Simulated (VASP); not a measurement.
# Ba3SbP: single point with PBEsol

Ba3SbP:

```
Ba Sb P
1.0
     6.12101   -0.05628   -0.02132
    -0.05628    6.03505    0.06847
    -0.02132    0.06847    5.99964
Ba Sb P
3 1 1
Cartesian
  6.0558 3.0109 2.9752
  3.0119 6.0154 3.0760
  3.0312 2.9779 0.0374
  -0.0645 6.1019 6.0418
  3.0191 3.0341 2.9780
```

| Property | Result |
| --- | --- |
| Program | VASP 6.6.1 |
| Task | single point |
| Functional | PBEsol |
| Potentials or basis | VASP PAW PBE potentials, release 64 (Ba_sv, Sb, P) |
| Cutoff | 520 eV |
| k mesh | 2 × 2 × 2 |
| Occupations | gaussian, width 0.01 eV |
| Spin | no spin polarisation |

* Pressure: 0.4 GPa
* Largest force: 0.313 eV/Å
* Band gap on the k mesh: 0.10 eV

Forces in eV/Å, atoms in the order of the input:
```
Ba   0.141 -0.027  0.096
Ba  -0.023  0.125  0.286
Ba  -0.076 -0.130 -0.174
Sb   0.010  0.024 -0.115
P   -0.052  0.009 -0.092
```

Stress tensor (GPa, compression positive):
```
-0.41  0.19  0.08
 0.19  0.49 -0.20
 0.08 -0.20  1.15
```

Levels at points of the mesh, in eV from the valence-band top:
```
           k point  band 16  band 17  band 18  band 19  band 20  band 21  band 22  band 23  band 24  band 25
(0.00, 0.00, 0.00)    -0.62    -0.56    -0.12    -0.06     0.00     0.10     0.25     0.30     0.31     0.36
(0.50, 0.00, 0.00)    -1.88    -0.85    -0.82    -0.69    -0.61     0.60     1.25     1.28     1.87     2.11
(0.00, 0.50, 0.00)    -1.88    -0.89    -0.84    -0.81    -0.65     0.61     1.20     1.32     1.99     2.16
(0.50, 0.50, 0.00)    -2.50    -1.28    -1.21    -1.03    -0.96     1.67     1.69     1.83     1.93     2.11
(0.00, 0.00, 0.50)    -1.87    -0.90    -0.86    -0.83    -0.72     0.62     1.20     1.31     2.04     2.14
(0.50, 0.00, 0.50)    -2.52    -1.26    -1.23    -1.05    -1.03     1.66     1.68     1.85     1.95     2.10
(0.00, 0.50, 0.50)    -2.53    -1.28    -1.19    -1.15    -1.08     1.64     1.67     1.89     1.93     2.14
(0.50, 0.50, 0.50)    -2.71    -2.69    -0.89    -0.85    -0.84     1.29     1.46     1.52     1.63     2.05
```

Wall time 88 s on 1 thread of AMD EPYC 7R13, on a shared host, peak memory 0.31 GiB.

Caveat: the k points lie up to 0.52 Å⁻¹ apart; semilocal functionals underestimate gaps, and a narrow one can read as zero; the PAW data sets were made with another functional, which shifts forces and pressure a little; spin-orbit coupling is left out, which moves the levels of the heavy elements. A k mesh can miss the band edges.
